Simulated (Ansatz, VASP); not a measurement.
SiC: VASP beside Ansatz

Contents of POSCAR:

```
SiC
1.0
    0.0000000000      2.1643753983      2.1643753983
    2.1643753983      0.0000000000      2.1643753983
    2.1643753983      2.1643753983      0.0000000000
Si C
1 1
Direct
    0.0000000000      0.0000000000      0.0000000000
    0.7500000000      0.7500000000      0.7500000000
```

INCAR.step1

```
PREC     = Accurate       # precision mode
ENCUT    = 660            # plane-wave cutoff, eV
ISMEAR   = -1             # smearing method
SIGMA    = 0.05           # smearing width, eV
LREAL    = False          # projectors in reciprocal space
LASPH    = True           # aspherical terms in the spheres
NELM     = 120            # most SCF steps
NBANDS   = 11             # bands
GGA      = PE             # functional
ALGO     = Normal         # electronic algorithm
EDIFF    = 1E-5           # SCF threshold, eV
LWAVE    = True           # write WAVECAR
LCHARG   = False          # write CHGCAR
GGA_COMPAT= False
```

Contents of INCAR.step2:

```
PREC     = Accurate       # precision mode
ENCUT    = 660            # plane-wave cutoff, eV
EDIFF    = 1E-6           # SCF threshold, eV
ISMEAR   = -1             # smearing method
SIGMA    = 0.05           # smearing width, eV
LREAL    = False          # projectors in reciprocal space
LASPH    = True           # aspherical terms in the spheres
NELM     = 120            # most SCF steps
ALGO     = Normal         # electronic algorithm
ISIF     = 2              # what is computed and relaxed
LWAVE    = False          # write WAVECAR
LCHARG   = False          # write CHGCAR
METAGGA  = R2SCAN         # meta-GGA
LMIXTAU  = True         
IVDW     = 12             # dispersion correction
VDW_S6   = 1.0          
VDW_S8   = 0.78981345   
VDW_A1   = 0.49484001   
VDW_A2   = 5.73083694   
NBANDS   = 11             # bands
ISTART   = 1            
GGA_COMPAT= False
```

Contents of KPOINTS:

```
Automatic mesh
0
Gamma
  10 10 10
```

File input.yaml:

```yaml
crystal:
  lattice:
    - [0.0, 2.1643753983, 2.1643753983]
    - [2.1643753983, 0.0, 2.1643753983]
    - [2.1643753983, 2.1643753983, 0.0]
  atoms:
    - { symbol: Si, position: [0.0, 0.0, 0.0] }
    - { symbol: C, position: [0.75, 0.75, 0.75] }
hamiltonian:
  xc: r2scan
  pseudopotentials: { kind: paw }
  dispersion: d3bj
kpoints:
  mp_grid: { grid: [10, 10, 10] }
scf:
  occupations: { method: fermi_dirac, width: 0.05 }
output:
  forces: true
  stress: true
  eigenvalues: true
  write_density: true
  write_potential: true
  elf: true
  volumetric_format: npy
```

Alike in both runs: task single point; functional r2SCAN; dispersion D3(BJ); k mesh 10 × 10 × 10; occupations fermi-dirac, width 0.05 eV; no spin polarisation.

|  | VASP | Ansatz |
| --- | --- | --- |
| version | VASP 6.6.1 | Ansatz 0.2.0 |
| potentials or method | VASP PAW PBE potentials, release 64 (Si, C) | Ansatz PAW |
| plane-wave cutoff (eV) | 660 | 500 |
| valence electrons in the cell | 8 | 8 |

Ansatz gave:

* gap on the k mesh at the Fermi level (eV): 1.70
* least direct gap on the mesh (eV): 5.07
* pressure (GPa): 2.2

**Question.** Which values does VASP return?

**Answer.** gap on the k mesh at the Fermi level (eV): 1.71; least direct gap on the mesh (eV): 5.09; pressure (GPa): 1.8.

VASP's potentials were made for PBE, not for r2SCAN.
